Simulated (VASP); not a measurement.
# CoSi (P2_13) in VASP: notebook

CoSi is run at these levels: PBE; tasks: relaxation of the atoms, single point.

Program: VASP 6.6.1. These are calculated values, not measurements. Logs are shortened: lines on timing, memory, paths and dates and some standing lists are left out, and cuts for length are marked.

**1. The cell of the first run**

The structure is cubic, space group P2_13 (No. 198). Conventional cell: a = 4.445 Å, b = 4.445 Å, c = 4.445 Å, α = 90.00°, β = 90.00°, γ = 90.00°. Within 3.0 Å of Co (site symmetry 3) lie 7 Si at 2.29 to 2.47 Å and 6 Co at 2.73 Å. Si (site symmetry 3) has 7 Co at 2.29 to 2.47 Å and 6 Si at 2.75 Å within 3.0 Å.

**2. Relaxation of the atoms, PBE**

INCAR

```
PREC = Accurate ; ENCUT = 520
EDIFF = 1E-6 ; ISMEAR = 0
SIGMA = 0.03 ; LREAL = F
LASPH = T ; NELM = 100
ALGO = Normal ; ISIF = 2
LWAVE = F ; LCHARG = F
GGA = PE ; IBRION = 2
NSW = 80 ; EDIFFG = -0.002
```

KPOINTS

```
Automatic mesh
0
Gamma
  8 8 8
```

POSCAR

```
CoSi
1.0
    4.4450000000      0.0000000000      0.0000000000
    0.0000000000      4.4450000000      0.0000000000
    0.0000000000      0.0000000000      4.4450000000
Co Si
4 4
Direct
    0.1400000000      0.1400000000      0.1400000000
    0.3600000000      0.8600000000      0.6400000000
    0.6400000000      0.3600000000      0.8600000000
    0.8600000000      0.6400000000      0.3600000000
    0.8430000000      0.8430000000      0.8430000000
    0.6570000000      0.1570000000      0.3430000000
    0.3430000000      0.6570000000      0.1570000000
    0.1570000000      0.3430000000      0.6570000000
```

Potentials or basis: VASP PAW PBE potentials, release 64 (Co, Si).

Launch:

```
> cat potpaw_PBE.64/Co/POTCAR potpaw_PBE.64/Si/POTCAR > POTCAR
> mpirun -np 1 vasp_std > vasp.out
```

OUTCAR:

```text
PREC = Accurate
   ENCUT = 520
   EDIFF = 1E-6
   ISMEAR = 0
   LREAL = F
   LASPH = T
   NELM = 100
   ISIF = 2
   GGA = PE
   IBRION = 2
   NSW = 80
   EDIFFG = -0.002

 ion  position               nearest neighbor table
   1  0.140  0.140  0.140-   5 2.29   6 2.33   7 2.33   8 2.33   7 2.47   8 2.47   6 2.47   3 2.73
                             4 2.73   2 2.73   2 2.73   4 2.73   3 2.73
   2  0.360  0.860  0.640-   6 2.29   5 2.33   8 2.33   7 2.33   7 2.47   8 2.47   5 2.47   1 2.73
                             1 2.73   3 2.73   3 2.73   4 2.73   4 2.73
   3  0.640  0.360  0.860-   7 2.29   5 2.33   8 2.33   6 2.33   8 2.47   6 2.47   5 2.47   1 2.73
                             4 2.73   2 2.73   2 2.73   4 2.73   1 2.73
   4  0.860  0.640  0.360-   8 2.29   7 2.33   6 2.33   5 2.33   6 2.47   5 2.47   7 2.47   1 2.73
                             3 2.73   2 2.73   1 2.73   2 2.73   3 2.73
   5  0.843  0.843  0.843-   1 2.29   2 2.33   3 2.33   4 2.33   3 2.47   4 2.47   2 2.47   6 2.75
                             7 2.75   8 2.75   6 2.75   8 2.75   7 2.75
   6  0.657  0.157  0.343-   2 2.29   1 2.33   4 2.33   3 2.33   3 2.47   4 2.47   1 2.47   8 2.75
                             5 2.75   5 2.75   7 2.75   7 2.75   8 2.75
   7  0.343  0.657  0.157-   3 2.29   1 2.33   4 2.33   2 2.33   4 2.47   2 2.47   1 2.47   8 2.75
                             5 2.75   8 2.75   6 2.75   6 2.75   5 2.75
   8  0.157  0.343  0.657-   4 2.29   3 2.33   2 2.33   1 2.33   2 2.47   1 2.47   3 2.47   7 2.75
                             5 2.75   7 2.75   5 2.75   6 2.75   6 2.75

  LATTYP: Found a simple cubic cell.
 ALAT       =     4.4450000000

  Lattice vectors:

 A1 = (   4.4450000000,   0.0000000000,   0.0000000000)
 A2 = (   0.0000000000,   4.4450000000,   0.0000000000)
 A3 = (   0.0000000000,   0.0000000000,   4.4450000000)

Analysis of symmetry for initial positions (statically):
=====================================================================
 Subroutine PRICEL returns:
 Original cell was already a primitive cell.

 Routine SETGRP: Setting up the symmetry group for a
 simple cubic supercell.

 Subroutine GETGRP returns: Found 12 space group operations
 (whereof  3 operations were pure point group operations)
 out of a pool of 48 trial point group operations.

The static configuration has the point symmetry C_3 .
 The point group associated with its full space group is T   .

Analysis of symmetry for dynamics (positions and initial velocities):
=====================================================================
 Subroutine PRICEL returns:
 Original cell was already a primitive cell.

 Routine SETGRP: Setting up the symmetry group for a
 simple cubic supercell.

 Subroutine GETGRP returns: Found 12 space group operations
 (whereof  3 operations were pure point group operations)
 out of a pool of 48 trial point group operations.
[... 130 lines left out ...]
   EFERMI_NEDOS =   21; number of points for ismear=-14 and -15
   IALGO  =     38    algorithm
   IMIX   =      4    mixing-type and parameters
     AMIX     =   0.40;   BMIX     =  1.00
     AMIX_MAG =   1.60;   BMIX_MAG =  1.00
  volume/ion in A,a.u.               =      10.98        74.08
  Fermi-wavevector in a.u.,A,eV,Ry     =   1.374688  2.597784 25.711847  1.889767
  Thomas-Fermi vector in A             =   2.500092
   LORBIT       =      0    0 simple, 1 ext, 2 COOP (PROOUT), +10 PAW based schemes
   GGA     = PE    functional components
   LHFCALC =     F    Hartree Fock is set to
   AEXX    =    0.0000 exact exchange contribution
   IVDW    =     0    specifies the selected vdW correction
   LEPSILON=     F    determine dielectric tensor
   LRPA    =     F    only Hartree local field effects (RPA)
 conjugate gradient relaxation of ions
 non-spin polarized calculation
 Gauss-broadening in eV      SIGMA  =   0.03
  energy-cutoff  :      520.00
  volume of cell :       87.82
 maximum number of plane-waves:      2392
 NGX is ok and might be reduce to    36
   NGX = 17   NGY = 17   NGZ = 17

--------------------------------------- Ionic step        1  -------------------------------------------

 number of electron      51.9999985 magnetization

 Free energy of the ion-electron system (eV)
  ---------------------------------------------------
  ext. energy  EPLUGINS =         0.00000000
  ---------------------------------------------------
  free energy    TOTEN  =       -54.72363649 eV

  energy without entropy =      -54.72248316  energy(sigma->0) =      -54.72305982

------------------------ aborting loop because EDIFF is reached ----------------------------------------

  FORCE on cell =-STRESS in cart. coord.  units (eV):
  Direction    XX          YY          ZZ          XY          YZ          ZX
  --------------------------------------------------------------------------------------
  -------------------------------------------------------------------------------------
  Total       -0.7769567     -0.7769567     -0.7769567      0.0000000     -0.0000000      0.0000000
  in kB      -14.1739892    -14.1739892    -14.1739892      0.0000000     -0.0000000      0.0000000
  external PRESSURE =     -14.1739892 kB  Pullay stress =       0.0000000 kB
[... 155 lines left out ...]
--------------------------------------- Ionic step        5  -------------------------------------------

 number of electron      52.0000010 magnetization

 Free energy of the ion-electron system (eV)
  ---------------------------------------------------
  ext. energy  EPLUGINS =         0.00000000
  ---------------------------------------------------
  free energy    TOTEN  =       -54.74194923 eV

  energy without entropy =      -54.74079158  energy(sigma->0) =      -54.74137041

 E-fermi :  11.9508     XC(G=0): -12.8185

 val. band max:       11.9441347843   @ k =   0.1250   0.1250   0.1250
 cond. band min:      11.9523735653   @ k =   0.0000   0.0000   0.0000
 fundamental gap:      0.0082387810
 Fermi energy:        11.9508148404

 k-point     1 :       0.0000    0.0000    0.0000
  band No.  band energies     occupation
      1      -1.6303      2.00000
      2       3.8295      2.00000
      3       3.8295      2.00000
      4       3.8295      2.00000
      5       6.5296      2.00000
      6       6.5296      2.00000
[... 805 lines left out ...]
     30      13.9193      0.00000
     31      14.7616      0.00000

 [... further k-points ...]

------------------------ aborting loop because EDIFF is reached ----------------------------------------

  FORCE on cell =-STRESS in cart. coord.  units (eV):
  Direction    XX          YY          ZZ          XY          YZ          ZX
  --------------------------------------------------------------------------------------
  -------------------------------------------------------------------------------------
  Total       -1.2046920     -1.2046920     -1.2046920      0.0000000      0.0000000      0.0000000
  in kB      -21.9771469    -21.9771469    -21.9771469      0.0000000      0.0000000      0.0000000
  external PRESSURE =     -21.9771469 kB  Pullay stress =       0.0000000 kB
[... 23 lines left out ...]
  FREE ENERGIE OF THE ION-ELECTRON SYSTEM (eV)
  ---------------------------------------------------
  free  energy   TOTEN  =       -54.7419492340 eV

  energy  without entropy=      -54.7407915766  energy(sigma->0) =      -54.74137041

 reached required accuracy - stopping structural energy minimisation
```

It took 3.4 min on 1 thread of Intel Xeon Platinum 8488C (Sapphire Rapids), shared host; peak memory 0.27 GiB.

Results:

* Free energy: -54.7419 eV
* Energy gained by relaxing: 2.3 meV/atom
* Ionic steps: 5
* Pressure after relaxing: -2.2 GPa
* Band gap on the k mesh: zero (bands 26 and 27 overlap by 0.21 eV)

The path:
```csv
step,energy change (eV),largest force (eV/Å),pressure (GPa)
1,0.0000,0.2541,-1.42
2,-0.0104,0.1651,-1.77
3,-0.0174,0.0745,-2.06
4,-0.0183,0.0153,-2.15
5,-0.0183,0.0009,-2.20
```

Final structure:
```
CELL_PARAMETERS angstrom
4.44500 0.00000 0.00000
0.00000 4.44500 0.00000
0.00000 0.00000 4.44500
ATOMIC_POSITIONS crystal
Co 0.14466 0.14466 0.14466
Co 0.35534 0.85534 0.64466
Co 0.64466 0.35534 0.85534
Co 0.85534 0.64466 0.35534
Si 0.84307 0.84307 0.84307
Si 0.65693 0.15693 0.34307
Si 0.34307 0.65693 0.15693
Si 0.15693 0.34307 0.65693
```

Levels at points of the mesh, in eV from the Fermi level:
```
           k point  band 22  band 23  band 24  band 25  band 26  band 27  band 28  band 29  band 30  band 31
(0.00, 0.00, 0.00)    -0.89    -0.76    -0.76     0.00     0.00     0.00     2.46     2.46     2.46     2.89
(0.50, 0.00, 0.00)    -1.01    -0.63    -0.63    -0.46    -0.46     1.00     1.00     1.46     1.46     4.25
(0.50, 0.50, 0.00)    -1.46    -0.97    -0.97    -0.02    -0.02     0.58     0.58     1.98     1.98     2.48
(0.50, 0.50, 0.50)    -1.19    -1.19    -1.19    -0.21    -0.21    -0.21    -0.21     5.35     5.35     5.35
```

Caveat: the run has no spin polarisation, though such a crystal can be magnetic. Spin polarisation is off, so any magnetic state and its effect on volume and gap are missing.

**3. Single point, PBE**

INCAR

```
SYSTEM = CoSi
PREC = Accurate
ENCUT = 520
EDIFF = 1E-6
ISMEAR = 0
SIGMA = 0.03
LREAL = .FALSE.
LASPH = .TRUE.
NELM = 100
ALGO = Normal
ISIF = 2
LWAVE = .FALSE.
LCHARG = .FALSE.
GGA = PE
NBANDS = 36
```

KPOINTS

```
Automatic mesh
0
G
  8 8 8
  0 0 0
```

POSCAR

```
CoSi
1.0
    4.4450000000      0.0000000000      0.0000000000
    0.0000000000      4.4450000000      0.0000000000
    0.0000000000      0.0000000000      4.4450000000
Co Si
4 4
Direct
    0.1446249576      0.1446249576      0.1446249576
    0.3553750424      0.8553750424      0.6446249576
    0.6446249576      0.3553750424      0.8553750424
    0.8553750424      0.6446249576      0.3553750424
    0.8430415193      0.8430415193      0.8430415193
    0.6569584807      0.1569584807      0.3430415193
    0.3430415193      0.6569584807      0.1569584807
    0.1569584807      0.3430415193      0.6569584807
```

Potentials or basis: VASP PAW PBE potentials, release 64 (Co, Si).

Launch:

```
> cat potpaw_PBE.64/Co/POTCAR potpaw_PBE.64/Si/POTCAR > POTCAR
> mpirun -np 1 vasp_std > vasp.out
```

Run time: 2.6 min. Hardware: 1 thread of Intel Xeon 8259CL, shared host; peak memory 0.27 GiB.

The run converged. Its results:

```yaml
Free_energy: -54.7419 eV
Pressure: -2.2 GPa
Band_gap_on_the_k_mesh: zero (bands 26 and 27 overlap by 0.21 eV)
```

Forces on the atoms (eV/Å):
```
Co   0.001  0.001  0.001
Co  -0.001 -0.001  0.001
Co   0.001 -0.001 -0.001
Co  -0.001  0.001 -0.001
Si   0.001  0.001  0.001
Si  -0.001 -0.001  0.001
Si   0.001 -0.001 -0.001
Si  -0.001  0.001 -0.001
```

Levels at points of the mesh, in eV from the Fermi level:
| k point | band 22 | band 23 | band 24 | band 25 | band 26 | band 27 | band 28 | band 29 | band 30 | band 31 |
| --- | --- | --- | --- | --- | --- | --- | --- | --- | --- | --- |
| (0.00, 0.00, 0.00) | -0.89 | -0.76 | -0.76 | 0.00 | 0.00 | 0.00 | 2.46 | 2.46 | 2.46 | 2.89 |
| (0.50, 0.00, 0.00) | -1.01 | -0.63 | -0.63 | -0.46 | -0.46 | 1.00 | 1.00 | 1.46 | 1.46 | 4.25 |
| (0.50, 0.50, 0.00) | -1.46 | -0.98 | -0.98 | -0.02 | -0.02 | 0.58 | 0.58 | 1.97 | 1.97 | 2.48 |
| (0.50, 0.50, 0.50) | -1.19 | -1.19 | -1.19 | -0.21 | -0.21 | -0.21 | -0.21 | 5.35 | 5.35 | 5.35 |

Caveat: the run has no spin polarisation, though such a crystal can be magnetic.
